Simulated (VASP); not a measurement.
Input of a VASP 6.6.1 run:

INCAR

```
SYSTEM = TiSi2
  PREC = Accurate
  ENCUT = 520
  EDIFF = 1E-7
  ISMEAR = -1
  SIGMA = 0.05
  LREAL = .FALSE.
  LASPH = .TRUE.
  NELM = 100
  ALGO = Normal
  ISIF = 2
  LWAVE = .FALSE.
  LCHARG = .FALSE.
  GGA = PS
  NBANDS = 29
```

File KPOINTS:

```
Automatic mesh
0
G
  7 7 7
  0 0 0
```

File POSCAR:

```
TiSi2
1.0
    0.0000000000      4.0799266146      4.2568704512
    2.3800954181      0.0000000000      4.2568704512
    2.3800954181      4.0799266146      0.0000000000
Ti Si
2 4
Direct
    0.7500000000      0.7500000000      0.7500000000
    0.5000000000      0.5000000000      0.5000000000
    0.4134546940      0.0865453060      0.4134546940
    0.0865453060      0.4134546940      0.0865453060
    0.1634546940      0.8365453060      0.1634546940
    0.8365453060      0.1634546940      0.8365453060
```

Potentials or basis: VASP PAW PBE potentials, release 64 (Ti_sv, Si).

The run is started by

```sh
$ cat potpaw_PBE.64/Ti_sv/POTCAR potpaw_PBE.64/Si/POTCAR > POTCAR
$ mpirun -np 1 vasp_std > vasp.out
```

Task: Estimate the largest force.

Result: 0.003 eV/Å.

Task: Predict the band gap on the k mesh.

Result: Zero (bands 20 and 21 overlap by 1.83 eV).

Task: What does it give for the pressure?

Result: 0.1 GPa.

Forces on the atoms (eV/Å):
```
Ti   0.000  0.000  0.000
Ti   0.000  0.000  0.000
Si   0.000  0.003  0.000
Si   0.000 -0.003  0.000
Si   0.000  0.003  0.000
Si   0.000 -0.003  0.000
```

Caveat: the PAW data sets were made with another functional, which shifts forces and pressure a little.
